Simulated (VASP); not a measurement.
# BiTe (R-3m) in VASP: further runs

BiTe is run at these levels: PBEsol; tasks: single point.

All numbers are computed with VASP 6.6.1; they aren't measurements. Logs are shortened: lines on timing, memory, paths and dates and some standing lists are left out, and cuts for length are marked.

### Step 1. The cell of the first run

Symmetry: R-3m, No. 166, trigonal system. The conventional cell has a = 4.798 Å, b = 4.798 Å, c = 9.921 Å, α = 90.00°, β = 90.00°, γ = 120.00°. Bi (site symmetry -3m) has 6 Te at 3.23 Å and 6 Bi at 4.31 Å within 4.4 Å. Te (site symmetry -3m) has 6 Bi at 3.23 Å and 6 Te at 4.31 Å within 4.4 Å.

### Step 2. Single point, PBEsol (strain +0.0350 x Voigt [0, 0, 1, 0, 0, 0])

Contents of INCAR:

```
SYSTEM = BiTe
PREC = Accurate ; ENCUT = 520
EDIFF = 1E-6 ; ISMEAR = 0
SIGMA = 0.15 ; LREAL = .FALSE.
LASPH = .TRUE. ; NELM = 80
ALGO = Fast ; ISIF = 2
LWAVE = .FALSE. ; LCHARG = .TRUE.
GGA = PS ; LELF = .TRUE.
LVHAR = .TRUE. ; NBANDS = 18
```

Contents of KPOINTS:

```
Automatic mesh
0
G
  18 18 18
  0 0 0
```

Contents of POSCAR:

```
BiTe
1.0
    2.3992465521      1.3852056427      3.3069395124
   -2.3992465521      1.3852056427      3.3069395124
    0.0000000000     -2.7704112854      3.3069395124
Bi Te
1 1
Direct
    0.5000000000      0.5000000000      0.5000000000
    0.0000000000      0.0000000000      0.0000000000
```

Potentials or basis: VASP PAW PBE potentials, release 64 (Bi_d, Te).

Started as:

```
$ cat potpaw_PBE.64/Bi_d/POTCAR potpaw_PBE.64/Te/POTCAR > POTCAR
$ mpirun -np 1 vasp_std > vasp.out
```

OUTCAR:

```text
SYSTEM = BiTe
   PREC = Accurate
   ENCUT = 520
   EDIFF = 1E-6
   ISMEAR = 0
   LREAL = .FALSE.
   LASPH = .TRUE.
   NELM = 80
   ISIF = 2
   GGA = PS

 ion  position               nearest neighbor table
   1  0.500  0.500  0.500-   2 3.23   2 3.23   2 3.23   2 3.23   2 3.23   2 3.23
   2  0.000  0.000  0.000-   1 3.23   1 3.23   1 3.23   1 3.23   1 3.23   1 3.23

  LATTYP: Found a trigonal (rhomboedric) cell.
 ALAT       =     4.3140500263
 COS(alpha) =     0.3814007337

  Lattice vectors:

 A1 = (   2.3992465521,   1.3852056427,   3.3069395124)
 A2 = (  -2.3992465521,   1.3852056427,   3.3069395124)
 A3 = (   0.0000000000,  -2.7704112854,   3.3069395124)

Analysis of symmetry for initial positions (statically):
=====================================================================
 Subroutine PRICEL returns:
 Original cell was already a primitive cell.

 Routine SETGRP: Setting up the symmetry group for a
 trigonal (rhombohedral) supercell.

 Subroutine GETGRP returns: Found 12 space group operations
 (whereof 12 operations were pure point group operations)
 out of a pool of 12 trial point group operations.

The static configuration has the point symmetry D_3d.

Analysis of symmetry for dynamics (positions and initial velocities):
=====================================================================
 Subroutine PRICEL returns:
 Original cell was already a primitive cell.

 Routine SETGRP: Setting up the symmetry group for a
 trigonal (rhombohedral) supercell.

 Subroutine GETGRP returns: Found 12 space group operations
 (whereof 12 operations were pure point group operations)
 out of a pool of 12 trial point group operations.

The dynamic configuration has the point symmetry D_3d.

 Subroutine INISYM returns: Found 12 space group operations
 (whereof 12 operations are pure point group operations),
 and found     1 'primitive' translations

----------------------------------------------------------------------------------------

                                     Primitive cell

  volume of cell :      65.9427

  direct lattice vectors                    reciprocal lattice vectors
     2.399246552  1.385205643  3.306939512     0.208398757  0.120319079  0.100798134
    -2.399246552  1.385205643  3.306939512    -0.208398757  0.120319079  0.100798134
     0.000000000 -2.770411285  3.306939512     0.000000000 -0.240638157  0.100798134

  length of vectors
[... 81 lines left out ...]
   NELM   =     80;   NELMIN=  2; NELMDL= -5     # of ELM steps
   EDIFF  = 0.1E-05   stopping-criterion for ELM
   LREAL  =      F    real-space projection
   EDIFFG = 0.1E-04   stopping-criterion for IOM
   NSW    =      0    number of steps for IOM
   IBRION =     -1    ionic relax: 0-MD 1-quasi-New 2-CG
   NFREE  =      0    steps in history (QN), initial steepest desc. (CG)
   ISIF   =      2    stress and relaxation
   ISYM   =      2    0-nonsym 1-usesym 2-fastsym
   POTIM  = 0.5000    time-step for ionic-motion
   TEBEG  =    0.0;   TEEND  =   0.0 temperature during run
   PSTRESS=    0.0 pullay stress
   NELECT =      21.0000    total number of electrons
   NUPDOWN=      -1.0000    fix difference up-down
   EMIN   =  10.00;   EMAX   =-10.00  energy-range for DOS
   EFERMI =   0.00;   METHOD = LEGACY
   ISMEAR =     0;   SIGMA  =   0.15  broadening in eV -4-tet -1-fermi 0-gaus
   EFERMI_NEDOS =   21; number of points for ismear=-14 and -15
   IALGO  =     68    algorithm
   IMIX   =      4    mixing-type and parameters
     AMIX     =   0.40;   BMIX     =  1.00
     AMIX_MAG =   1.60;   BMIX_MAG =  1.00
  volume/ion in A,a.u.               =      32.97       222.50
  Fermi-wavevector in a.u.,A,eV,Ry     =   1.117959  2.112635 17.004989  1.249831
  Thomas-Fermi vector in A             =   2.254586
   LORBIT       =      0    0 simple, 1 ext, 2 COOP (PROOUT), +10 PAW based schemes
   GGA     = PS    functional components
   LHFCALC =     F    Hartree Fock is set to
   AEXX    =    0.0000 exact exchange contribution
   IVDW    =     0    specifies the selected vdW correction
   LEPSILON=     F    determine dielectric tensor
   LRPA    =     F    only Hartree local field effects (RPA)
 non-spin polarized calculation
 RMM-DIIS sequential band-by-band and
 Gauss-broadening in eV      SIGMA  =   0.15
  energy-cutoff  :      520.00
  volume of cell :       65.94
 maximum number of plane-waves:      1795
   NGX = 17   NGY = 17   NGZ = 17

 number of electron      21.0000003 magnetization

 Free energy of the ion-electron system (eV)
  ---------------------------------------------------
  ext. energy  EPLUGINS =         0.00000000
  ---------------------------------------------------
  free energy    TOTEN  =        -8.00710958 eV

  energy without entropy =       -7.99290446  energy(sigma->0) =       -8.00000702

 E-fermi :   6.7796     XC(G=0):  -9.7310

 val. band max:        6.7730819616   @ k =   0.3333   0.2778   0.2222
 cond. band min:       6.7824248981   @ k =  -0.4444   0.2222   0.2222
 fundamental gap:      0.0093429365
 Fermi energy:         6.7795538554

 k-point     1 :       0.0000    0.0000    0.0000
  band No.  band energies     occupation
      1     -16.3473      2.00000
      2     -16.3473      2.00000
      3     -16.3392      2.00000
      4     -16.3392      2.00000
      5     -16.3235      2.00000
      6      -6.8665      2.00000
[... 481 lines left out ...]
      5     -16.3219      2.00000
      6      -6.3467      2.00000
[... 10 lines left out ...]
     17      14.9896      0.00000
     18      15.7107      0.00000

 [... further k-points ...]

------------------------ aborting loop because EDIFF is reached ----------------------------------------

  FORCE on cell =-STRESS in cart. coord.  units (eV):
  Direction    XX          YY          ZZ          XY          YZ          ZX
  --------------------------------------------------------------------------------------
  -------------------------------------------------------------------------------------
  Total       -0.5598415     -0.5598415     -0.6116096      0.0000000     -0.0000000      0.0000000
  in kB      -13.6021975    -13.6021975    -14.8599800      0.0000000     -0.0000000      0.0000000
  external PRESSURE =     -14.0214583 kB  Pullay stress =       0.0000000 kB

 VOLUME and BASIS-vectors are now :
 -----------------------------------------------------------------------------
  energy-cutoff  :      520.00
  volume of cell :       65.94
      direct lattice vectors                 reciprocal lattice vectors
     2.399246552  1.385205643  3.306939512     0.208398757  0.120319079  0.100798134
    -2.399246552  1.385205643  3.306939512    -0.208398757  0.120319079  0.100798134
     0.000000000 -2.770411285  3.306939512     0.000000000 -0.240638157  0.100798134

 POSITION                                       TOTAL-FORCE (eV/Angst)
 -----------------------------------------------------------------------------------
      0.00000      0.00000      4.96041         0.000000     -0.000000      0.000000
      0.00000      0.00000      0.00000         0.000000      0.000000     -0.000000
 -----------------------------------------------------------------------------------
    total drift:                               -0.000000      0.000000     -0.000000

  FREE ENERGIE OF THE ION-ELECTRON SYSTEM (eV)
  ---------------------------------------------------
  free  energy   TOTEN  =        -8.0071095800 eV

  energy  without entropy=       -7.9929044575  energy(sigma->0) =       -8.00000702
```

stdout:

```text
POSCAR found type information on POSCAR BiTe
 POSCAR found :  2 types and       2 ions
 scaLAPACK will be used
 -----------------------------------------------------------------------------
|                                                                             |
|                                                                             |
|     You enforced a specific xc type in the INCAR file but a different       |
|     I HOPE YOU KNOW WHAT YOU ARE DOING!                                     |
|                                                                             |
 -----------------------------------------------------------------------------

 LDA part: xc-table for (Slater+PW92), standard interpolation
 POSCAR, INCAR and KPOINTS ok, starting setup
 FFT: planning ... GRIDC
 FFT: planning ... GRID_SOFT
 FFT: planning ... GRID
 WAVECAR not read
 entering main loop
WARNING in EDDRMM: call to ZHEGV failed, returncode =   8  4     18
```

Run time: 7.4 min. Hardware: 1 thread of Oxide Virtual Turin-like, shared host; peak memory 0.69 GiB.

Results:

- Free energy: -8.0071 eV
- Pressure: -1.4 GPa
- Band gap on the k mesh: zero (an odd number of electrons rules out a gap without spin polarisation)

Levels at points of the mesh, in eV from the Fermi level:
```tsv
k point	band 7	band 8	band 9	band 10	band 11	band 12	band 13	band 14
(0.00, 0.00, 0.00)	-8.19	-2.96	-2.96	-1.65	1.95	2.55	2.55	4.02
(0.50, 0.00, 0.00)	-11.43	-1.89	-1.83	-1.03	-0.99	-0.64	0.29	6.71
(0.50, 0.50, 0.00)	-9.97	-5.77	-4.58	-3.40	2.27	3.20	3.70	4.77
(0.50, 0.50, 0.50)	-11.01	-2.38	-2.38	-2.24	-1.60	-1.30	-1.30	7.97
```

Caveat: the cell differs from its parent crystal (strain +0.0350 x Voigt [0, 0, 1, 0, 0, 0]); the PAW data sets were made with another functional, which shifts forces and pressure a little; spin-orbit coupling is left out, which moves the levels of the heavy elements.

### Step 3. Single point, PBEsol (strain +0.0400 x Voigt [0, 0, 1, 0, 0, 0])

Contents of INCAR:

```
ALGO = Fast
EDIFF = 1E-6
ENCUT = 520
GGA = PS
ISIF = 2
ISMEAR = 0
LASPH = True
LCHARG = False
LREAL = False
LWAVE = False
NBANDS = 18
NELM = 80
PREC = Accurate
SIGMA = 0.15
```

Contents of KPOINTS:

```
k-points
0
Gamma
  18 18 18
```

Contents of POSCAR:

```
BiTe
1.0
    2.3992465521      1.3852056427      3.3229150656
   -2.3992465521      1.3852056427      3.3229150656
    0.0000000000     -2.7704112854      3.3229150656
Bi Te
1 1
Direct
    0.5000000000      0.5000000000      0.5000000000
    0.0000000000      0.0000000000      0.0000000000
```

Potentials or basis: VASP PAW PBE potentials, release 64 (Bi_d, Te).

Started as:

```
$ cat potpaw_PBE.64/Bi_d/POTCAR potpaw_PBE.64/Te/POTCAR > POTCAR
$ mpirun -np 1 vasp_std > vasp.out
```

OUTCAR:

```text
EDIFF = 1E-6
   ENCUT = 520
   GGA = PS
   ISIF = 2
   ISMEAR = 0
   LASPH = True
   LREAL = False
   NELM = 80
   PREC = Accurate

 ion  position               nearest neighbor table
   1  0.500  0.500  0.500-   2 3.23   2 3.23   2 3.23   2 3.23   2 3.23   2 3.23
   2  0.000  0.000  0.000-   1 3.23   1 3.23   1 3.23   1 3.23   1 3.23   1 3.23

  LATTYP: Found a trigonal (rhomboedric) cell.
 ALAT       =     4.3263082673
 COS(alpha) =     0.3849012684

  Lattice vectors:

 A1 = (   2.3992465521,   1.3852056427,   3.3229150656)
 A2 = (  -2.3992465521,   1.3852056427,   3.3229150656)
 A3 = (   0.0000000000,  -2.7704112854,   3.3229150656)

Analysis of symmetry for initial positions (statically):
=====================================================================
 Subroutine PRICEL returns:
 Original cell was already a primitive cell.

 Routine SETGRP: Setting up the symmetry group for a
 trigonal (rhombohedral) supercell.

 Subroutine GETGRP returns: Found 12 space group operations
 (whereof 12 operations were pure point group operations)
 out of a pool of 12 trial point group operations.

The static configuration has the point symmetry D_3d.

[... 158 lines left out ...]

  energy without entropy =       -7.98956765  energy(sigma->0) =       -7.99681158

 E-fermi :   6.7240     XC(G=0):  -9.7084

 val. band max:        6.7200331751   @ k =  -0.4444   0.2778   0.2778
 cond. band min:       6.7269532119   @ k =  -0.2222   0.1667  -0.0000
 fundamental gap:      0.0069200368
 Fermi energy:         6.7239629229

 k-point     1 :       0.0000    0.0000    0.0000
  band No.  band energies     occupation
      1     -16.4010      2.00000
      2     -16.4010      2.00000
      3     -16.3930      2.00000
      4     -16.3930      2.00000
      5     -16.3780      2.00000
      6      -6.8941      2.00000
[... 481 lines left out ...]
      5     -16.3765      2.00000
      6      -6.3766      2.00000
[... 10 lines left out ...]
     17      14.9027      0.00000
     18      15.6260      0.00000

 [... further k-points ...]

------------------------ aborting loop because EDIFF is reached ----------------------------------------

  FORCE on cell =-STRESS in cart. coord.  units (eV):
  Direction    XX          YY          ZZ          XY          YZ          ZX
  --------------------------------------------------------------------------------------
  -------------------------------------------------------------------------------------
  Total       -0.6381781     -0.6381781     -0.6952356      0.0000000      0.0000000      0.0000000
  in kB      -15.4309578    -15.4309578    -16.8105893      0.0000000      0.0000000      0.0000000
  external PRESSURE =     -15.8908350 kB  Pullay stress =       0.0000000 kB

 VOLUME and BASIS-vectors are now :
 -----------------------------------------------------------------------------
  energy-cutoff  :      520.00
  volume of cell :       66.26
      direct lattice vectors                 reciprocal lattice vectors
     2.399246552  1.385205643  3.322915066     0.208398757  0.120319079  0.100313528
    -2.399246552  1.385205643  3.322915066    -0.208398757  0.120319079  0.100313528
     0.000000000 -2.770411285  3.322915066     0.000000000 -0.240638157  0.100313528

 POSITION                                       TOTAL-FORCE (eV/Angst)
 -----------------------------------------------------------------------------------
      0.00000      0.00000      4.98437        -0.000000     -0.000000     -0.000000
      0.00000      0.00000      0.00000         0.000000      0.000000      0.000000
 -----------------------------------------------------------------------------------
    total drift:                               -0.000000      0.000000     -0.000000

  FREE ENERGIE OF THE ION-ELECTRON SYSTEM (eV)
  ---------------------------------------------------
  free  energy   TOTEN  =        -8.0040555117 eV

  energy  without entropy=       -7.9895676482  energy(sigma->0) =       -7.99681158
```

Run time: 6.6 min. Hardware: 1 thread of Oxide Virtual Turin-like, shared host; peak memory 0.69 GiB.

Results:

* Free energy: -8.0041 eV
* Pressure: -1.6 GPa
* Band gap on the k mesh: zero (an odd number of electrons rules out a gap without spin polarisation)

Caveat: the cell differs from its parent crystal (strain +0.0400 x Voigt [0, 0, 1, 0, 0, 0]); the PAW data sets were made with another functional, which shifts forces and pressure a little; spin-orbit coupling is left out, which moves the levels of the heavy elements.
